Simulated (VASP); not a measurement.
Set up this calculation in VASP 6.6.1, as the native input.

```yaml
Task: single point
Functional: r2SCAN
Potentials_or_basis: VASP PAW PBE potentials, release 64 (W_sv, C_h)
Cutoff: 910 eV
k_mesh: 6 × 6 × 4
Occupations: gaussian, width 0.1 eV
Spin: no spin polarisation
Dipole_correction: no
Second_run: hard_potentials
Further_INCAR_settings: ALGO = Normal; EDIFF = 1e-06; NBANDS = 26
```

Crystal: WC.

```
W C
1.0
     3.12826    0.00000    0.00000
    -1.56413    2.70915    0.00000
     0.00000    0.00000    5.92317
W C
2 2
Direct
  0.33333 0.66667 0.02389
  0.66667 0.33333 0.52389
  0.33333 0.66667 0.35821
  0.66667 0.33333 0.85821
```

The input as run:

POSCAR

```
WC
1.0
    3.1282625574      0.0000000000      0.0000000000
   -1.5641312787      2.7091548444      0.0000000000
    0.0000000000      0.0000000000      5.9231741892
W C
2 2
Direct
    0.3333333333      0.6666666667      0.0238855041
    0.6666666667      0.3333333333      0.5238855041
    0.3333333333      0.6666666667      0.3582144959
    0.6666666667      0.3333333333      0.8582144959
```

INCAR.step1

```
  ALGO = Normal
  EDIFF = 1E-5
  ENCUT = 910
  GGA = PE
  GGA_COMPAT = False
  ISMEAR = 0
  LASPH = True
  LCHARG = False
  LREAL = False
  LWAVE = True
  NBANDS = 26
  NELM = 120
  PREC = Accurate
  SIGMA = 0.1
```

INCAR.step2

```
  ALGO = Normal
  EDIFF = 1E-6
  ENCUT = 910
  GGA_COMPAT = False
  ISIF = 2
  ISMEAR = 0
  ISTART = 1
  LASPH = True
  LCHARG = False
  LMIXTAU = True
  LREAL = False
  LWAVE = False
  METAGGA = R2SCAN
  NBANDS = 26
  NELM = 120
  PREC = Accurate
  SIGMA = 0.1
```

KPOINTS

```
k-points
0
Gamma
  6 6 4
```

Potentials or basis: VASP PAW PBE potentials, release 64 (W_sv, C_h).

Launch:

```bash
$ cat potpaw_PBE.64/W_sv/POTCAR potpaw_PBE.64/C_h/POTCAR > POTCAR
$ cp INCAR.step1 INCAR
$ mpirun -np 1 vasp_std > vasp.out
$ cp INCAR.step2 INCAR
$ mpirun -np 1 vasp_std > vasp.out
```

It gave:

| Property | Result |
| --- | --- |
| Pressure | 1.3 GPa |
| Band gap on the k mesh | zero (band 18 reaches 9.73 eV, above the bottom of band 19 at 8.94 eV) |

Caveat: the k points lie up to 0.39 Å⁻¹ apart; the cutoff is under 1.25 times the usual one of these potentials, so pressure, stress and relaxed cells hold a basis-set (Pulay) error; the PAW data sets were made with another functional, which shifts forces and pressure a little; spin-orbit coupling is left out, which moves the levels of the heavy elements.

It took 100 s on 1 thread of Intel(R) Xeon(R) 6975P-C (Granite Rapids), with other jobs on the host, peak memory 0.28 GiB.
